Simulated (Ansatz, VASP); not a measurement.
CdIn2O4: VASP beside Ansatz

```
Cd In O
1.0
     0.00000    4.58300    4.58300
     4.58300    0.00000    4.58300
     4.58300    4.58300    0.00000
Cd In O
2 4 8
Direct
  0.50000 0.50000 0.50000
  0.75000 0.75000 0.75000
  0.12500 0.12500 0.12500
  0.62500 0.12500 0.12500
  0.12500 0.12500 0.62500
  0.12500 0.62500 0.12500
  0.36253 0.36253 0.36253
  0.33760 0.88747 0.88747
  0.36253 0.36253 0.91240
  0.88747 0.33760 0.88747
  0.91240 0.36253 0.36253
  0.88747 0.88747 0.88747
  0.36253 0.91240 0.36253
  0.88747 0.88747 0.33760
```

Alike in both runs: functional PBE; k mesh 4 × 4 × 4; occupations fermi-dirac, width 0.02 eV; no spin polarisation.

Ansatz relaxed the structure, and its values are those at the end. VASP's run is a single point on that final structure, the one shown.

```csv
,VASP,Ansatz
version,VASP 6.6.1,Ansatz 0.2.0
potentials or method,"VASP PAW PBE potentials, release 64 (Cd, In_d, O)","plane-wave PAW, scalar-relativistic"
plane-wave cutoff (eV),600,420
valence electrons in the cell,124,140
```

Ansatz gave:

```
gap on the k mesh at the Fermi level (eV) : 1.11
pressure (GPa)                            : 6.9
rms of the force components (eV/Å)        : 0.013
```

Which values does VASP return?

gap on the k mesh at the Fermi level (eV): 1.10; pressure (GPa): 7.5; rms of the force components (eV/Å): 0.006.

With one functional, cell and mesh, what is left measures potentials, basis and numerics. VASP's potentials hold 124 valence electrons a cell and Ansatz's 140, so a difference there can come from the potentials and not from the codes. Ansatz's warnings: stress scf threshold loose.
